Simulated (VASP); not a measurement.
## Al2Cu: single point with PBE

Crystal: Al2Cu.

```
Al Cu
1.0
     3.95632    0.00000    0.00000
     0.00000    3.95632    0.00000
     0.00000    0.00000    2.88473
Al Cu
2 1
Direct
  0.50000 0.00586 0.50000
  0.00000 0.47416 0.50000
  0.00000 0.00848 0.00000
```

```
Program             : VASP 6.6.1
Task                : single point
Functional          : PBE
Potentials or basis : VASP PAW PBE potentials, release 64 (Al, Cu)
Cutoff              : 520 eV
k mesh              : 10 × 10 × 14
Occupations         : gaussian, width 0.15 eV
Spin                : no spin polarisation
```

```
Pressure      : 10.2 GPa
Largest force : 1.638 eV/Å
```

Forces on the atoms (eV/Å):
```
Al   0.000 -0.423  0.000
Al   0.000  1.638  0.000
Cu   0.000 -1.214  0.000
```

Stress tensor (GPa, compression positive):
```
11.32  0.00  0.00
 0.00 12.14  0.00
 0.00  0.00  7.06
```

Levels at points of the mesh, in eV from the Fermi level:
```tsv
k point	band 6	band 7	band 8	band 9	band 10	band 11	band 12	band 13
(0.00, 0.00, 0.00)	-4.30	-2.30	-2.24	0.52	1.07	5.58	7.00	7.06
(0.50, 0.00, 0.00)	-4.34	-4.31	-0.79	1.85	2.14	2.57	7.08	8.83
(0.00, 0.50, 0.00)	-4.36	-4.29	-0.89	1.92	2.09	2.61	7.04	8.90
(0.50, 0.50, 0.00)	-4.35	-4.33	-4.31	-2.47	8.77	8.81	8.92	10.26
(0.00, 0.00, 0.50)	-4.25	-3.25	2.66	2.66	2.82	2.88	3.07	3.18
(0.50, 0.00, 0.50)	-4.28	-3.23	-2.68	-1.81	3.82	4.33	4.49	5.70
(0.00, 0.50, 0.50)	-4.32	-3.23	-2.61	-1.81	3.73	4.25	4.71	5.55
(0.50, 0.50, 0.50)	-3.77	-2.31	-2.29	-1.17	-0.90	0.11	0.12	2.41
```

Wall time 2.2 min on 1 thread of Intel(R) Xeon(R) Platinum 8559C (Emerald Rapids), on a shared host, peak memory 0.31 GiB.

Caveat: forces of over 1 eV/Å act on the atoms, so gaps and moduli don't describe the material at rest.
